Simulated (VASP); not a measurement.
# Bi2Te3: single point with PBE

Bi2Te3:

```
Bi Te
1.0
     0.00000    2.56722  -10.72289
    -4.44655    0.00000    0.00000
     0.44465   13.09280   -6.43373
Bi Te
6 9
Direct
  0.78572 0.89025 0.03776
  0.58572 0.42358 0.37109
  0.38572 0.95692 0.70442
  0.08674 0.90396 0.17481
  0.88674 0.43729 0.50814
  0.68674 0.97062 0.84148
  0.53623 0.46377 0.77295
  0.93623 0.39710 0.10628
  0.73623 0.93044 0.43962
  0.80172 0.47817 0.91697
  0.20172 0.41151 0.25031
  0.00172 0.94484 0.58364
  0.47074 0.91603 0.29559
  0.27074 0.44937 0.62893
  0.07074 0.98270 0.96226
```

This cell differs from its parent crystal: the part above a cut slid along it.

* Program: VASP 6.6.1
* Task: single point
* Functional: PBE
* Potentials or basis: VASP PAW PBE potentials, release 64 (Bi_d, Te)
* Cutoff: 520 eV
* k mesh: 3 × 8 × 3
* Occupations: gaussian, width 0.05 eV
* Spin: no spin polarisation
* Dipole correction: no
* Further INCAR settings: LREAL = Auto; ALGO = Fast; EDIFF = 1e-06; NBANDS = 85

```
Pressure               : 5.8 GPa
Largest force          : 7.879 eV/Å
Band gap on the k mesh : zero (bands 72 and 73 overlap by 0.30 eV)
```

Forces on the atoms (eV/Å):
```
Bi  -4.149  4.591  2.251
Bi   0.077  0.112  0.406
Bi  -0.131 -0.588 -0.401
Bi  -0.003  0.548 -0.688
Bi   0.002  0.202  0.211
Bi   0.064 -0.973  0.746
Te  -0.035  0.292 -0.396
Te  -3.684  4.612  1.200
Te   0.030  0.025 -0.131
Te   4.766 -4.607  1.731
Te  -0.002 -0.134  0.178
Te   0.008  0.275  0.109
Te   0.121  0.636  0.318
Te   0.017 -0.048 -0.139
Te   2.918 -4.945 -5.396
```

Stress tensor (GPa, compression positive):
```
 7.63 -3.49  1.05
-3.49  5.55 -0.01
 1.05 -0.01  4.27
```

Levels at points of the mesh, in eV from the Fermi level:
```
           k point  band 69  band 70  band 71  band 72  band 73  band 74  band 75  band 76
(0.00, 0.00, 0.00)    -1.44    -1.17    -1.03    -0.39    -0.16     0.23     0.44     0.65
(0.00, 0.50, 0.00)    -1.49    -1.08    -0.37    -0.05     0.43     0.73     0.77     0.92
```

Wall time 86 min on 1 thread of Oxide Virtual Turin-like Processor, on a shared host, peak memory 1.3 GiB.

Caveat: the cell differs from its parent crystal (the part above a cut slid along it); the cell stands under pressure; spin-orbit coupling is left out, which moves the levels of the heavy elements; forces of over 1 eV/Å act on the atoms, so gaps and moduli don't describe the material at rest.
